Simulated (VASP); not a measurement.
# BN (Qingsongite) in VASP: notebook, part 2 of 2

VASP 6.6.1.

**4. Single point, PBE (uniaxial z strain +5.5%)**

Contents of INCAR:

```
SYSTEM = BN
PREC = Accurate ; ENCUT = 520
EDIFF = 1E-6 ; ISMEAR = 0
SIGMA = 0.01 ; LREAL = .FALSE.
LASPH = .TRUE. ; NELM = 60
ALGO = Normal ; ISIF = 2
LWAVE = .FALSE. ; LCHARG = .FALSE.
GGA = PE ; NBANDS = 11
```

Contents of KPOINTS:

```
regular mesh
0
G
  6 6 6
  0 0 0
```

Contents of POSCAR:

```
BN
1.0
    0.0000000000      1.8048245542      1.9031874924
    1.8048245542      0.0000000000      1.9031874924
    1.8048245542      1.8048245542      0.0000000000
B N
1 1
Direct
    0.0000000000      0.0000000000      0.0000000000
    0.2500000000      0.2500000000      0.2500000000
```

Potentials or basis: VASP PAW PBE potentials, release 64 (B, N).

Command:

```console
cat potpaw_PBE.64/B/POTCAR potpaw_PBE.64/N/POTCAR > POTCAR
mpirun -np 1 vasp_std > vasp.out
```

OUTCAR:

```text
SYSTEM = BN
   PREC = Accurate
   ENCUT = 520
   EDIFF = 1E-6
   ISMEAR = 0
   LREAL = .FALSE.
   LASPH = .TRUE.
   NELM = 60
   ISIF = 2
   GGA = PE

 ion  position               nearest neighbor table
   1  0.000  0.000  0.000-   2 1.59   2 1.59   2 1.59   2 1.59
   2  0.250  0.250  0.250-   1 1.59   1 1.59   1 1.59   1 1.59

  LATTYP: Found a body centered tetragonal cell.
 ALAT       =     2.5524073623
 C/A-ratio  =     1.4912882015

  Lattice vectors:

 A1 = (  -1.8048245542,   0.0000000000,   1.9031874924)
 A2 = (   1.8048245542,   0.0000000000,   1.9031874924)
 A3 = (   0.0000000000,   1.8048245542,  -1.9031874924)

Analysis of symmetry for initial positions (statically):
=====================================================================
 Subroutine PRICEL returns:
 Original cell was already a primitive cell.

 Routine SETGRP: Setting up the symmetry group for a
 body centered tetragonal supercell.

 Subroutine GETGRP returns: Found  8 space group operations
 (whereof  8 operations were pure point group operations)
 out of a pool of 16 trial point group operations.

The static configuration has the point symmetry D_2d.

Analysis of symmetry for dynamics (positions and initial velocities):
=====================================================================
 Subroutine PRICEL returns:
 Original cell was already a primitive cell.

 Routine SETGRP: Setting up the symmetry group for a
 body centered tetragonal supercell.

 Subroutine GETGRP returns: Found  8 space group operations
 (whereof  8 operations were pure point group operations)
 out of a pool of 16 trial point group operations.

The dynamic configuration has the point symmetry D_2d.

 Subroutine INISYM returns: Found  8 space group operations
 (whereof  8 operations are pure point group operations),
 and found     1 'primitive' translations

----------------------------------------------------------------------------------------

                                     Primitive cell

  volume of cell :      12.3989

  direct lattice vectors                    reciprocal lattice vectors
     0.000000000  1.804824554  1.903187492    -0.277035238  0.277035238  0.262717153
     1.804824554  0.000000000  1.903187492     0.277035238 -0.277035238  0.262717153
     1.804824554  1.804824554  0.000000000     0.277035238  0.277035238 -0.262717153

  length of vectors
     2.622882823  2.622882823  2.552407362     0.471717446  0.471717446  0.471717446

  position of ions in fractional coordinates (direct lattice)
     0.000000000  0.000000000  0.000000000
     0.250000000  0.250000000  0.250000000

  ion indices of the primitive-cell ions
   primitive index   ion index
                 1           1
                 2           2

----------------------------------------------------------------------------------------

 KPOINTS: regular mesh

Automatic generation of k-mesh.
 Grid dimensions read from file:
 generate k-points for:    6    6    6

 Generating k-lattice:

  Cartesian coordinates                     Fractional coordinates (reciprocal lattice)
    -0.046172540  0.046172540  0.043786192     0.166666667  0.000000000  0.000000000
     0.046172540 -0.046172540  0.043786192     0.000000000  0.166666667  0.000000000
     0.046172540  0.046172540 -0.043786192     0.000000000  0.000000000  0.166666667

  Length of vectors
     0.078619574  0.078619574  0.078619574

  Shift w.r.t. Gamma in fractional coordinates (k-lattice)
     0.000000000  0.000000000  0.000000000

 Subroutine IBZKPT returns following result:
 ===========================================

 Found     30 irreducible k-points:

 Following reciprocal coordinates:
            Coordinates               Weight
  0.000000  0.000000  0.000000      1.000000
  0.166667  0.000000  0.000000      8.000000
  0.333333  0.000000  0.000000      8.000000
  0.500000  0.000000  0.000000      4.000000
  0.166667  0.166667  0.000000      2.000000
  0.333333  0.166667  0.000000      8.000000
[... 16 lines left out ...]
  0.333333  0.000000  0.333333      4.000000
  0.500000  0.000000  0.333333     16.000000
 [... further k-points ...]
   k-points           NKPTS =     30   k-points in BZ     NKDIM =     30   number of bands    NBANDS=     11
   number of dos      NEDOS =    301   number of ions     NIONS =      2
   total plane-waves  NPLWV =   8000
   dimension x,y,z NGX =    20 NGY =   20 NGZ =   20
   dimension x,y,z NGXF=    40 NGYF=   40 NGZF=   40
   ions per type =               1   1
   NGX,Y,Z   is equivalent  to a cutoff of  12.68, 12.68, 13.03 a.u.
   NGXF,Y,Z  is equivalent  to a cutoff of  25.35, 25.35, 26.05 a.u.
 SYSTEM =  BN
   PREC   = accura    normal or accurate (medium, high low for compatibility)
   ISTART =      0    job   : 0-new  1-cont  2-samecut
   ICHARG =      2    charge: 1-file 2-atom 10-const
   ISPIN  =      1    spin polarized calculation?
   LNONCOLLINEAR =      F non collinear calculations
   LSORBIT =      F    spin-orbit coupling
   LASPH  =      T    aspherical Exc in radial PAW
   ENCUT  =  520.0 eV  38.22 Ry    6.18 a.u.   4.88  4.88  4.75*2*pi/ulx,y,z
   NELM   =     60;   NELMIN=  2; NELMDL= -5     # of ELM steps
   EDIFF  = 0.1E-05   stopping-criterion for ELM
   LREAL  =      F    real-space projection
   EDIFFG = 0.1E-04   stopping-criterion for IOM
   NSW    =      0    number of steps for IOM
   IBRION =     -1    ionic relax: 0-MD 1-quasi-New 2-CG
   NFREE  =      0    steps in history (QN), initial steepest desc. (CG)
   ISIF   =      2    stress and relaxation
   ISYM   =      2    0-nonsym 1-usesym 2-fastsym
   POTIM  = 0.5000    time-step for ionic-motion
   TEBEG  =    0.0;   TEEND  =   0.0 temperature during run
   PSTRESS=    0.0 pullay stress
   NELECT =       8.0000    total number of electrons
   NUPDOWN=      -1.0000    fix difference up-down
   EMIN   =  10.00;   EMAX   =-10.00  energy-range for DOS
   EFERMI =   0.00;   METHOD = LEGACY
   ISMEAR =     0;   SIGMA  =   0.01  broadening in eV -4-tet -1-fermi 0-gaus
   EFERMI_NEDOS =   21; number of points for ismear=-14 and -15
   IALGO  =     38    algorithm
   IMIX   =      4    mixing-type and parameters
     AMIX     =   0.40;   BMIX     =  1.00
     AMIX_MAG =   1.60;   BMIX_MAG =  1.00
  volume/ion in A,a.u.               =       6.20        41.84
  Fermi-wavevector in a.u.,A,eV,Ry     =   1.414635  2.673272 27.227861  2.001191
  Thomas-Fermi vector in A             =   2.536157
   LORBIT       =      0    0 simple, 1 ext, 2 COOP (PROOUT), +10 PAW based schemes
   GGA     = PE    functional components
   LHFCALC =     F    Hartree Fock is set to
   AEXX    =    0.0000 exact exchange contribution
   IVDW    =     0    specifies the selected vdW correction
   LEPSILON=     F    determine dielectric tensor
   LRPA    =     F    only Hartree local field effects (RPA)
 non-spin polarized calculation
 Gauss-broadening in eV      SIGMA  =   0.01
  energy-cutoff  :      520.00
  volume of cell :       12.40
 maximum number of plane-waves:       344
   NGX =  9   NGY =  9   NGZ =  9

 number of electron       8.0000001 magnetization

 Free energy of the ion-electron system (eV)
  ---------------------------------------------------
  ext. energy  EPLUGINS =         0.00000000
  ---------------------------------------------------
  free energy    TOTEN  =       -17.38159045 eV

  energy without entropy =      -17.38159045  energy(sigma->0) =      -17.38159045

 E-fermi :   7.0719     XC(G=0): -12.5862

 val. band max:        7.0085653987   @ k =   0.0000   0.0000   0.0000
 cond. band min:      10.9538028744   @ k =   0.5000   0.0000   0.5000
 fundamental gap:      3.9452374757
 Fermi energy:         7.0719252994

 k-point     1 :       0.0000    0.0000    0.0000
  band No.  band energies     occupation
      1     -12.8646      2.00000
      2       6.4557      2.00000
      3       7.0086      2.00000
      4       7.0086      2.00000
      5      15.3090      0.00000
      6      15.3090      0.00000
      7      15.6829      0.00000
      8      16.3669      0.00000
      9      30.6855      0.00000
     10      32.3763      0.00000
     11      32.9534      0.00000
[... 309 lines left out ...]
 k-point    24 :       0.5000    0.0000    0.3333
  band No.  band energies     occupation
      1      -7.9426      2.00000
      2      -0.9141      2.00000
      3       1.1687      2.00000
      4       2.5088      2.00000
      5      12.6427      0.00000
      6      17.2135      0.00000
      7      21.7577      0.00000
      8      23.0512      0.00000
      9      26.3701      0.00000
     10      32.4925      0.00000
     11      36.1258      0.00000

 [... further k-points ...]
[... 5 lines left out ...]
  --------------------------------------------------------------------------------------
  -------------------------------------------------------------------------------------
  Total       -0.2089965     -0.2089965     -2.7948475      0.0000000     -0.0000000      0.0000000
  in kB      -27.0064842    -27.0064842   -361.1496023      0.0000000     -0.0000000      0.0000000
  external PRESSURE =    -138.3875236 kB  Pullay stress =       0.0000000 kB

 VOLUME and BASIS-vectors are now :
 -----------------------------------------------------------------------------
  energy-cutoff  :      520.00
  volume of cell :       12.40
      direct lattice vectors                 reciprocal lattice vectors
     0.000000000  1.804824554  1.903187492    -0.277035238  0.277035238  0.262717153
     1.804824554  0.000000000  1.903187492     0.277035238 -0.277035238  0.262717153
     1.804824554  1.804824554  0.000000000     0.277035238  0.277035238 -0.262717153

 POSITION                                       TOTAL-FORCE (eV/Angst)
 -----------------------------------------------------------------------------------
      0.00000      0.00000      0.00000         0.000000      0.000000     -0.000000
      0.90241      0.90241      0.95159        -0.000000     -0.000000      0.000000
 -----------------------------------------------------------------------------------
    total drift:                               -0.000000     -0.000000      0.000001

  FREE ENERGIE OF THE ION-ELECTRON SYSTEM (eV)
  ---------------------------------------------------
  free  energy   TOTEN  =       -17.3815904515 eV

  energy  without entropy=      -17.3815904515  energy(sigma->0) =      -17.38159045
```

stdout:

```text
POSCAR found type information on POSCAR B N
 POSCAR found :  2 types and       2 ions
 scaLAPACK will be used
 LDA part: xc-table for (Slater+PW92), standard interpolation
 POSCAR, INCAR and KPOINTS ok, starting setup
 FFT: planning ... GRIDC
 FFT: planning ... GRID_SOFT
 FFT: planning ... GRID
 WAVECAR not read
 entering main loop
```

Wall time 4 s (1 thread of Intel Xeon 8259CL, shared host); peak memory 0.12 GiB.

What came out:

```
Free energy            : -17.3816 eV
Pressure               : -13.8 GPa
Band gap on the k mesh : 3.95 eV, indirect (least direct gap 8.30 eV)
```

Stress tensor (GPa, compression positive):
```
 -2.70   0.00   0.00
  0.00  -2.70   0.00
  0.00   0.00 -36.11
```

Caveat: the k points lie up to 0.49 Å⁻¹ apart; the cell differs from its parent crystal (uniaxial z strain +5.5%). A k mesh can miss the band edges.

**5. Overview**

```tsv
cell	gap on the mesh (eV)	pressure (GPa)
a = 2.552 Å, angles 60.0°, 2 atoms	4.46	5.1
a = 2.685 Å, angles 60.0°, 2 atoms	4.29	-40.0
a = 2.623, b = 2.623, c = 2.552 Å, angles 60.9, 60.9, 58.2°, 2 atoms	3.95	-13.8
```

Alike in all rows: task single point; level PBE; potentials or basis VASP PAW PBE potentials, release 64 (B, N); no spin polarisation; k mesh 6 × 6 × 6; cutoff (eV) 520; smearing gaussian 0.01 eV.

Caveats: all runs use coarse meshes.

Total energies depend on the potentials used, so only differences within one code and one set of settings carry meaning.
